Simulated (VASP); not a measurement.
# Rh (Cmcm) in VASP: notebook

Runs on Rh. Level: LDA. Tasks: single point.

Everything below comes from runs of VASP 6.6.1. Logs are shortened: lines on timing, memory, paths and dates and some standing lists are left out, and cuts for length are marked.

## 1. The cell of the first run

The structure is orthorhombic, space group Cmcm (No. 63). The conventional cell has a = 2.731 Å, b = 4.730 Å, c = 4.428 Å, α = 90.00°, β = 90.00°, γ = 90.00°. Within 3.6 Å of Rh (site symmetry m2m) lie 12 Rh at 2.70 to 2.75 Å.

## 2. Single point, LDA

File INCAR:

```
SYSTEM = Rh
PREC = Accurate
ENCUT = 520
EDIFF = 1E-6
ISMEAR = -1
SIGMA = 0.15
LREAL = .FALSE.
LASPH = .TRUE.
NELM = 60
ALGO = Normal
ISIF = 2
LWAVE = .FALSE.
LCHARG = .FALSE.
GGA = CA
NBANDS = 22
```

File KPOINTS:

```
regular mesh
0
G
  14 14 8
  0 0 0
```

File POSCAR:

```
Rh
1.0
    2.7309790000      0.0000000000      0.0000000000
   -1.3654900000      2.3650970000      0.0000000000
    0.0000000000      0.0000000000      4.4284890000
Rh
2
Direct
    0.6772370615      0.3544741153      0.7500000000
    0.3333333333      0.6666666667      0.2500000000
```

Potentials or basis: VASP PAW LDA potentials, release 64 (Rh_pv).

Started as:

```console
> cat potpaw_LDA.64/Rh_pv/POTCAR > POTCAR
> mpirun -np 1 vasp_std > vasp.out
```

OUTCAR:

```text
SYSTEM = Rh
   PREC = Accurate
   ENCUT = 520
   EDIFF = 1E-6
   ISMEAR = -1
   LREAL = .FALSE.
   LASPH = .TRUE.
   NELM = 60
   ISIF = 2
   GGA = CA

 ion  position               nearest neighbor table
   1  0.677  0.354  0.750-   2 2.70   2 2.70   2 2.70   2 2.70   2 2.75   2 2.75
   2  0.333  0.667  0.250-   1 2.70   1 2.70   1 2.70   1 2.70   1 2.75   1 2.75

  LATTYP: Found a hexagonal cell.
 ALAT       =     2.7309790000
 C/A-ratio  =     1.6215756328

  Lattice vectors:

 A1 = (   2.7309790000,   0.0000000000,   0.0000000000)
 A2 = (  -1.3654900000,   2.3650970000,   0.0000000000)
 A3 = (   0.0000000000,   0.0000000000,   4.4284890000)

Analysis of symmetry for initial positions (statically):
=====================================================================
 Subroutine PRICEL returns:
 Original cell was already a primitive cell.

 Routine SETGRP: Setting up the symmetry group for a
 hexagonal supercell.

 Subroutine GETGRP returns: Found  8 space group operations
 (whereof  2 operations were pure point group operations)
 out of a pool of 24 trial point group operations.

The static configuration has the point symmetry C_1h.
 The point group associated with its full space group is D_2h.

Analysis of symmetry for dynamics (positions and initial velocities):
=====================================================================
 Subroutine PRICEL returns:
 Original cell was already a primitive cell.

 Routine SETGRP: Setting up the symmetry group for a
 hexagonal supercell.

 Subroutine GETGRP returns: Found  8 space group operations
 (whereof  2 operations were pure point group operations)
 out of a pool of 24 trial point group operations.

The dynamic configuration has the point symmetry C_1h.
 The point group associated with its full space group is D_2h.

 Subroutine INISYM returns: Found  8 space group operations
 (whereof  2 operations are pure point group operations),
 and found     1 'primitive' translations

----------------------------------------------------------------------------------------

                                     Primitive cell

  volume of cell :      28.6037

  direct lattice vectors                    reciprocal lattice vectors
     2.730979000  0.000000000  0.000000000     0.366169055  0.211407897  0.000000000
    -1.365490000  2.365097000  0.000000000     0.000000000  0.422815639  0.000000000
     0.000000000  0.000000000  4.428489000     0.000000000  0.000000000  0.225810655

  length of vectors
     2.730979000  2.730979084  4.428489000     0.422815652  0.422815639  0.225810655

  position of ions in fractional coordinates (direct lattice)
     0.677237062  0.354474115  0.750000000
     0.333333333  0.666666667  0.250000000

  ion indices of the primitive-cell ions
   primitive index   ion index
                 1           1
                 2           2

----------------------------------------------------------------------------------------

 KPOINTS: regular mesh

Automatic generation of k-mesh.
 Grid dimensions read from file:
 generate k-points for:   14   14    8

 Generating k-lattice:

  Cartesian coordinates                     Fractional coordinates (reciprocal lattice)
     0.026154933  0.015100564  0.000000000     0.071428571  0.000000000  0.000000000
     0.000000000  0.030201117  0.000000000     0.000000000  0.071428571  0.000000000
     0.000000000  0.000000000  0.028226332     0.000000000  0.000000000  0.125000000

  Length of vectors
     0.030201118  0.030201117  0.028226332

  Shift w.r.t. Gamma in fractional coordinates (k-lattice)
     0.000000000  0.000000000  0.000000000

 Subroutine IBZKPT returns following result:
 ===========================================

 Found    285 irreducible k-points:

 Following reciprocal coordinates:
            Coordinates               Weight
  0.000000  0.000000  0.000000      1.000000
  0.071429  0.000000  0.000000      4.000000
  0.000000  0.071429  0.000000      2.000000
  0.142857 -0.000000  0.000000      4.000000
  0.000000  0.142857  0.000000      2.000000
  0.214286 -0.000000  0.000000      4.000000
[... 16 lines left out ...]
 -0.285714  0.214286  0.000000      4.000000
  0.285714  0.071429  0.000000      4.000000
 [... further k-points ...]
   k-points           NKPTS =    285   k-points in BZ     NKDIM =    285   number of bands    NBANDS=     22
   number of dos      NEDOS =    301   number of ions     NIONS =      2
   total plane-waves  NPLWV =  14400
   dimension x,y,z NGX =    20 NGY =   20 NGZ =   36
   dimension x,y,z NGXF=    40 NGYF=   40 NGZF=   72
   ions per type =               2
   NGX,Y,Z   is equivalent  to a cutoff of  12.17, 12.17, 13.51 a.u.
   NGXF,Y,Z  is equivalent  to a cutoff of  24.35, 24.35, 27.03 a.u.
 SYSTEM =  Rh
   PREC   = accura    normal or accurate (medium, high low for compatibility)
   ISTART =      0    job   : 0-new  1-cont  2-samecut
   ICHARG =      2    charge: 1-file 2-atom 10-const
   ISPIN  =      1    spin polarized calculation?
   LNONCOLLINEAR =      F non collinear calculations
   LSORBIT =      F    spin-orbit coupling
   LASPH  =      T    aspherical Exc in radial PAW
   ENCUT  =  520.0 eV  38.22 Ry    6.18 a.u.   5.08  5.08  8.23*2*pi/ulx,y,z
   NELM   =     60;   NELMIN=  2; NELMDL= -5     # of ELM steps
   EDIFF  = 0.1E-05   stopping-criterion for ELM
   LREAL  =      F    real-space projection
   EDIFFG = 0.1E-04   stopping-criterion for IOM
   NSW    =      0    number of steps for IOM
   IBRION =     -1    ionic relax: 0-MD 1-quasi-New 2-CG
   NFREE  =      0    steps in history (QN), initial steepest desc. (CG)
   ISIF   =      2    stress and relaxation
   ISYM   =      2    0-nonsym 1-usesym 2-fastsym
   POTIM  = 0.5000    time-step for ionic-motion
   TEBEG  =    0.0;   TEEND  =   0.0 temperature during run
   PSTRESS=    0.0 pullay stress
   NELECT =      30.0000    total number of electrons
   NUPDOWN=      -1.0000    fix difference up-down
   EMIN   =  10.00;   EMAX   =-10.00  energy-range for DOS
   EFERMI =   0.00;   METHOD = LEGACY
   ISMEAR =    -1;   SIGMA  =   0.15  broadening in eV -4-tet -1-fermi 0-gaus
   EFERMI_NEDOS =   21; number of points for ismear=-14 and -15
   IALGO  =     38    algorithm
   IMIX   =      4    mixing-type and parameters
     AMIX     =   0.40;   BMIX     =  1.00
     AMIX_MAG =   1.60;   BMIX_MAG =  1.00
  volume/ion in A,a.u.               =      14.30        96.51
  Fermi-wavevector in a.u.,A,eV,Ry     =   1.663314  3.143208 37.642069  2.766614
  Thomas-Fermi vector in A             =   2.750053
   LORBIT       =      0    0 simple, 1 ext, 2 COOP (PROOUT), +10 PAW based schemes
   GGA     = CA    functional components
   LHFCALC =     F    Hartree Fock is set to
   AEXX    =    0.0000 exact exchange contribution
   IVDW    =     0    specifies the selected vdW correction
   LEPSILON=     F    determine dielectric tensor
   LRPA    =     F    only Hartree local field effects (RPA)
 non-spin polarized calculation
  energy-cutoff  :      520.00
  volume of cell :       28.60
 maximum number of plane-waves:       786
   NGX = 11   NGY = 11   NGZ = 17

 number of electron      30.0000000 magnetization

 Free energy of the ion-electron system (eV)
  ---------------------------------------------------
  ext. energy  EPLUGINS =         0.00000000
  ---------------------------------------------------
  free energy    TOTEN  =       -17.28290976 eV

  energy without entropy =      -17.02731200  energy(sigma->0) =      -17.15511088

 E-fermi :  11.0610     XC(G=0): -14.0996

 val. band max:       11.0578422753   @ k =   0.0000   0.2857   0.3750
 cond. band min:      11.0691721783   @ k =  -0.3571   0.2857   0.1250
 fundamental gap:      0.0113299030
 Fermi energy:        11.0610428794

 k-point     1 :       0.0000    0.0000    0.0000
  band No.  band energies     occupation
      1     -35.7460      2.00000
      2     -35.1813      2.00000
      3     -35.1549      2.00000
      4     -35.0818      2.00000
      5     -35.0748      2.00000
      6     -35.0729      2.00000
[... 14 lines left out ...]
     21      29.0659      0.00000
     22      29.6584      0.00000

 k-point     2 :       0.0714    0.0000    0.0000
  band No.  band energies     occupation
      1     -35.7352      2.00000
      2     -35.2023      2.00000
      3     -35.1658      2.00000
      4     -35.0995      2.00000
      5     -35.0864      2.00000
      6     -35.0771      2.00000
[... 14 lines left out ...]
     21      29.2724      0.00000
     22      29.7892      0.00000

 k-point     3 :       0.0000    0.0714    0.0000
  band No.  band energies     occupation
      1     -35.7359      2.00000
      2     -35.1888      2.00000
      3     -35.1793      2.00000
      4     -35.0975      2.00000
      5     -35.0857      2.00000
      6     -35.0790      2.00000
[... 14 lines left out ...]
     21      29.2512      0.00000
     22      29.7042      0.00000

 k-point     4 :       0.1429   -0.0000    0.0000
  band No.  band energies     occupation
      1     -35.7041      2.00000
      2     -35.2670      2.00000
      3     -35.1906      2.00000
      4     -35.1688      2.00000
      5     -35.1002      2.00000
      6     -35.0879      2.00000
[... 14 lines left out ...]
     21      29.5601      0.00000
     22      29.7544      0.00000

 k-point     5 :       0.0000    0.1429    0.0000
  band No.  band energies     occupation
      1     -35.7069      2.00000
      2     -35.2479      2.00000
      3     -35.2095      2.00000
      4     -35.1657      2.00000
      5     -35.0972      2.00000
      6     -35.0910      2.00000
[... 14 lines left out ...]
     21      29.2809      0.00000
     22      29.6423      0.00000

 k-point     6 :       0.2143   -0.0000    0.0000
  band No.  band energies     occupation
      1     -35.6557      2.00000
      2     -35.3632      2.00000
      3     -35.2690      2.00000
      4     -35.2208      2.00000
      5     -35.1234      2.00000
      6     -35.1046      2.00000
[... 14 lines left out ...]
     21      28.5233      0.00000
     22      28.9810      0.00000

 k-point     7 :       0.0000    0.2143    0.0000
  band No.  band energies     occupation
      1     -35.6624      2.00000
      2     -35.3473      2.00000
      3     -35.2622      2.00000
      4     -35.2388      2.00000
      5     -35.1164      2.00000
      6     -35.1088      2.00000
[... 324 lines left out ...]
      6     -35.1047      2.00000
[... 14 lines left out ...]
     21      27.9515      0.00000
     22      29.6148      0.00000

 k-point    21 :       0.2143    0.0714    0.0000
  band No.  band energies     occupation
      1     -35.6225      2.00000
      2     -35.4156      2.00000
      3     -35.3374      2.00000
      4     -35.2416      2.00000
      5     -35.1394      2.00000
      6     -35.1269      2.00000
[... 14 lines left out ...]
     21      26.6862      0.00000
     22      28.3008      0.00000

 k-point    22 :      -0.0714    0.2857    0.0000
  band No.  band energies     occupation
      1     -35.6290      2.00000
      2     -35.4033      2.00000
      3     -35.3382      2.00000
      4     -35.2488      2.00000
      5     -35.1327      2.00000
      6     -35.1307      2.00000
[... 14 lines left out ...]
     21      26.6372      0.00000
     22      28.3796      0.00000

 k-point    23 :      -0.2857    0.2143    0.0000
  band No.  band energies     occupation
      1     -35.6182      2.00000
      2     -35.4192      2.00000
      3     -35.3454      2.00000
      4     -35.2314      2.00000
      5     -35.1439      2.00000
      6     -35.1257      2.00000
[... 14 lines left out ...]
     21      26.6445      0.00000
     22      28.2248      0.00000

 k-point    24 :       0.2857    0.0714    0.0000
  band No.  band energies     occupation
      1     -35.5595      2.00000
      2     -35.5179      2.00000
      3     -35.4297      2.00000
      4     -35.2791      2.00000
      5     -35.1758      2.00000
      6     -35.1478      2.00000
[... 14 lines left out ...]
     21      25.2595      0.00000
     22      27.0711      0.00000

 [... further k-points ...]

------------------------ aborting loop because EDIFF is reached ----------------------------------------

  FORCE on cell =-STRESS in cart. coord.  units (eV):
  Direction    XX          YY          ZZ          XY          YZ          ZX
  --------------------------------------------------------------------------------------
  -------------------------------------------------------------------------------------
  Total       -2.9506490     -3.0965234     -3.3554046      0.0000007     -0.0000000      0.0000000
  in kB     -165.2742710   -173.4451098   -187.9457842      0.0000367     -0.0000000      0.0000000
  external PRESSURE =    -175.5550550 kB  Pullay stress =       0.0000000 kB

 VOLUME and BASIS-vectors are now :
 -----------------------------------------------------------------------------
  energy-cutoff  :      520.00
  volume of cell :       28.60
      direct lattice vectors                 reciprocal lattice vectors
     2.730979000  0.000000000  0.000000000     0.366169055  0.211407897  0.000000000
    -1.365490000  2.365097000  0.000000000     0.000000000  0.422815639  0.000000000
     0.000000000  0.000000000  4.428489000     0.000000000  0.000000000  0.225810655

 POSITION                                       TOTAL-FORCE (eV/Angst)
 -----------------------------------------------------------------------------------
      1.36549      0.83837      3.32137         0.000000     -0.166762     -0.000000
     -0.00000      1.57673      1.10712        -0.000000      0.166762      0.000000
 -----------------------------------------------------------------------------------
    total drift:                               -0.000011      0.000002      0.000000

  FREE ENERGIE OF THE ION-ELECTRON SYSTEM (eV)
  ---------------------------------------------------
  free  energy   TOTEN  =       -17.2829097571 eV

  energy  without entropy=      -17.0273120028  energy(sigma->0) =      -17.15511088
```

Wall time 67 s (1 thread of Intel Xeon 6975P-C (Granite Rapids), shared host); peak memory 0.23 GiB.

What came out:

```
Free energy            : -17.2829 eV
Pressure               : -17.6 GPa
Largest force          : 0.167 eV/Å
Band gap on the k mesh : zero (band 15 reaches 11.70 eV, above the bottom of band 16 at 9.52 eV)
```

Forces in eV/Å, atoms in the order of the input:
```
Rh   0.000 -0.167  0.000
Rh   0.000  0.167  0.000
```

## 3. Single point, LDA

File INCAR:

```
SYSTEM = Rh
PREC     = Accurate       ! precision mode
ENCUT    = 520            ! plane-wave cutoff, eV
EDIFF    = 1E-7           ! SCF threshold, eV
ISMEAR   = -1             ! smearing method
SIGMA    = 0.15           ! smearing width, eV
LREAL    = .False.        ! projectors in reciprocal space
LASPH    = .True.         ! aspherical terms in the spheres
NELM     = 100            ! most SCF steps
ALGO     = Normal         ! electronic algorithm
ISIF     = 2              ! what is computed and relaxed
LWAVE    = .False.        ! write WAVECAR
LCHARG   = .True.         ! write CHGCAR
GGA      = CA             ! functional
LELF     = .True.         ! ELF
LVHAR    = .True.       
NBANDS   = 22             ! bands
```

File KPOINTS:

```
Automatic mesh
0
Gamma
  14 14 8
  0 0 0
```

Changes to POSCAR since step 2:

```diff
@@ -8,3 +8,3 @@
 Direct
-    0.6772370615      0.3544741153      0.7500000000
+    0.6878074564      0.3756148973      0.7500000000
     0.3333333333      0.6666666667      0.2500000000
```

Potentials or basis: VASP PAW LDA potentials, release 64 (Rh_pv).

Started as:

```console
> cat potpaw_LDA.64/Rh_pv/POTCAR > POTCAR
> mpirun -np 1 vasp_std > vasp.out
```

It took 68 s on 1 thread of Intel Xeon 6975P-C (Granite Rapids), shared host; peak memory 0.23 GiB.

Results (log left out):

- Free energy: -17.2706 eV
- Pressure: -17.4 GPa
- Largest force: 0.323 eV/Å
- Band gap on the k mesh: zero (band 15 reaches 11.72 eV, above the bottom of band 16 at 9.50 eV)

Forces on the atoms (eV/Å):
```
Rh   0.000 -0.323  0.000
Rh   0.000  0.323  0.000
```

Stress tensor (GPa, compression positive):
```
-16.16   0.00   0.00
  0.00 -17.64   0.00
  0.00   0.00 -18.26
```

Levels at points of the mesh, in eV from the Fermi level:
```
           k point  band 11  band 12  band 13  band 14  band 15  band 16  band 17  band 18  band 19  band 20
(0.00, 0.00, 0.00)    -2.78    -2.37    -2.29    -1.99    -1.50    -0.08     0.40     0.74     8.18    15.87
(0.50, 0.00, 0.00)    -2.71    -2.15    -2.15     0.42     0.55     0.76     3.08     4.80    10.20    10.76
(0.00, 0.50, 0.00)    -2.21    -2.10    -1.76     0.51     0.67     0.68     2.64     5.22     9.55     9.89
(0.00, 0.00, 0.50)    -2.95    -2.95    -2.90    -2.90    -0.47    -0.47    -0.31    -0.31    14.65    14.65
(0.50, 0.00, 0.50)    -1.50    -1.50    -0.09    -0.09     0.61     0.61     2.46     2.46     9.07     9.07
(0.00, 0.50, 0.50)    -1.58    -1.58    -0.56    -0.56     0.63     0.63     2.94     2.94     8.64     8.64
```
